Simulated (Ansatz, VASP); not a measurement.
Two plane-wave programs on HfN

The input INCAR:

```
SYSTEM = HfN
PREC     = Accurate       ! precision mode
ENCUT    = 600            ! plane-wave cutoff, eV
EDIFF    = 1E-7           ! SCF threshold, eV
ISMEAR   = -1             ! smearing method
SIGMA    = 0.15           ! smearing width, eV
LREAL    = .False.        ! projectors in reciprocal space
LASPH    = .True.         ! aspherical terms in the spheres
NELM     = 120            ! most SCF steps
ALGO     = Normal         ! electronic algorithm
ISIF     = 3              ! what is computed and relaxed
LWAVE    = .False.        ! write WAVECAR
LCHARG   = .False.        ! write CHGCAR
GGA      = B5             ! functional
ALDAX    = 1.0          
AGGAX    = 1.0          
AGGAC    = 1.0          
ALDAC    = 0.0          
IVDW     = 12             ! dispersion correction
VDW_S6   = 1.0          
VDW_S8   = 2.6996       
VDW_A1   = 0.4298       
VDW_A2   = 4.2359       
IBRION   = 2              ! ionic algorithm
NSW      = 80             ! ionic steps
EDIFFG   = -0.01          ! ionic threshold
GGA_COMPAT= .False.      
NELMIN   = 4
```

KPOINTS

```
Automatic mesh
0
Gamma
  10 10 10
  0 0 0
```

The input POSCAR:

```
HfN
1.0
    0.0000000000      2.4548220000      2.4548220000
    2.4548220000      0.0000000000      2.4548220000
    2.4548220000      2.4548220000      0.0000000000
Hf N
1 1
Direct
    0.0000000000      0.0000000000      0.0000000000
    0.2500000000      0.2500000000      0.2500000000
```

Input for Ansatz:

```yaml
crystal:
  lattice:
    bravais: fcc
    a: 4.909644
  space_group: 216
  atoms:
    - { symbol: Hf, position: [0.0, 0.0, 0.0] }
    - { symbol: "N", position: [0.25, 0.25, 0.25] }
  reduce_to_primitive: true
kpoints:
  mp_grid:
    grid: [10, 10, 10]
hamiltonian:
  xc: blyp
  dispersion: d3bj
scf:
  convergence:
    dr2_threshold: 1.0e-09
  occupations:
    method: fermi_dirac
    width: 0.15
relax:
  max_steps: 60
  cell: {}
```

Alike in both runs: task relaxation of cell and atoms; functional BLYP; dispersion D3(BJ); k mesh 10 × 10 × 10; occupations fermi-dirac, width 0.15 eV; no spin polarisation.

|  | VASP | Ansatz |
| --- | --- | --- |
| version | VASP 6.6.1 | Ansatz 0.2.0 |
| potentials or method | VASP PAW PBE potentials, release 64 (Hf_pv, N) | plane waves, PAW |
| plane-wave cutoff (eV) | 600 | 420 |
| valence electrons in the cell | 15 | 31 |

```tsv
	VASP	Ansatz	Ansatz less VASP
relaxed volume (Å³/atom)	14.61	14.66	+0.046
relaxed cell length with the largest relative difference (Å)	3.457	3.461	+0.0036
```

VASP's potentials were made for PBE, not for BLYP. VASP's potentials hold 15 valence electrons a cell and Ansatz's 31, so a difference there can come from the potentials and not from the codes. Ansatz's warnings: stress scf threshold loose.

Spin-orbit coupling is off throughout.
